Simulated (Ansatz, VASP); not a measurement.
# Sb in VASP and in Ansatz

Contents of INCAR:

```
SYSTEM = Sb
PREC     = Accurate       ! precision mode
ENCUT    = 520            ! plane-wave cutoff, eV
EDIFF    = 1E-8           ! SCF threshold, eV
ISMEAR   = -1             ! smearing method
SIGMA    = 0.05           ! smearing width, eV
LREAL    = .False.        ! projectors in reciprocal space
LASPH    = .True.         ! aspherical terms in the spheres
NELM     = 60             ! most SCF steps
ALGO     = Normal         ! electronic algorithm
ISIF     = 2              ! what is computed and relaxed
LWAVE    = .False.        ! write WAVECAR
LCHARG   = .False.        ! write CHGCAR
GGA      = PE             ! functional
LEFG     = .True.       
NBANDS   = 8              ! bands
```

KPOINTS

```
regular mesh
0
Gamma
  13 13 13
  0 0 0
```

The input POSCAR:

```
Sb
1.0
    3.1280786256      0.0000000000      0.0000000000
    0.0000000000      3.1280786256      0.0000000000
    0.0000000000      0.0000000000      3.1280786256
Sb
1
Direct
    0.0000000000      0.0000000000      0.0000000000
```

Input for Ansatz:

```yaml
crystal:
  lattice:
    - [3.1280786256, 0.0, 0.0]
    - [0.0, 3.1280786256, 0.0]
    - [0.0, 0.0, 3.1280786256]
  atoms:
    - { symbol: Sb, position: [0.0, 0.0, 0.0] }
kpoints:
  mp_grid: { grid: [13, 13, 13] }
scf:
  occupations: { method: fermi_dirac, width: 0.05 }
hamiltonian:
  xc: pbe
  pseudopotentials: { kind: paw }
output:
  forces: true
  stress: true
  eigenvalues: true
  efg: { contact_densities: true }
```

Change from the starting cell: volume scaled by 0.97, PAW files.

Alike in both runs: task electric field gradients; functional PBE; k mesh 13 × 13 × 13; occupations fermi-dirac, width 0.05 eV; no spin polarisation.

```csv
,VASP,Ansatz
version,VASP 6.6.1,Ansatz 0.2.0
potentials or method,"VASP PAW PBE potentials, release 64 (Sb)","PAW with Ansatz's default frozen-core files, scalar-relativistic"
plane-wave cutoff (eV),520,420
valence electrons in the cell,5,15
```

|  | VASP | Ansatz | Ansatz less VASP |
| --- | --- | --- | --- |
| pressure (GPa) | -1.1 | -1.1 | +0.03 |

VASP's potentials hold 5 valence electrons a cell and Ansatz's 15, so a difference there can come from the potentials and not from the codes.

Spin-orbit coupling is off throughout.
